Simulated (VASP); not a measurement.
The system is CuAu.

```xyz
2
Lattice="2.8107 0.0000 0.0000 0.0000 2.8107 0.0000 0.0000 0.0000 3.6850" Properties=species:S:1:pos:R:3 pbc="T T T"
Cu    1.4054    1.4054    1.8425
Au    0.0000    0.0000    0.0000
```

- Program: VASP 6.6.1
- Task: relaxation of volume and atoms at fixed shape
- Functional: LDA
- Potentials or basis: VASP PAW LDA potentials, release 64 (Cu_sv_GW, Au_sv_GW)
- Cutoff: 820 eV
- k mesh: 8 × 8 × 6
- Occupations: fermi-dirac, width 0.1 eV
- Spin: no spin polarisation

At the start: pressure -8.5 GPa; volume 14.56 Å³/atom.

Q: How do energy, volume and symmetry change on relaxing?

A: Over 3 steps the energy falls by 20.0 meV/atom and the volume is 13.85 Å³/atom (-4.8 %); space group P4/mmm (No. 123, to 0.1 Å) before and after.

The path:
```csv
step,energy change (eV),largest force (eV/Å),pressure (GPa),volume (Å³)
1,0.0000,0.0000,-8.52,29.11
2,0.0332,0.0000,14.72,25.97
3,-0.0400,0.0000,-0.04,27.70
```

Final structure:
```
CELL_PARAMETERS angstrom
2.76459 0.00000 0.00000
0.00000 2.76459 0.00000
0.00000 0.00000 3.62448
ATOMIC_POSITIONS crystal
Cu 0.50000 0.50000 0.50000
Au 0.00000 0.00000 0.00000
```
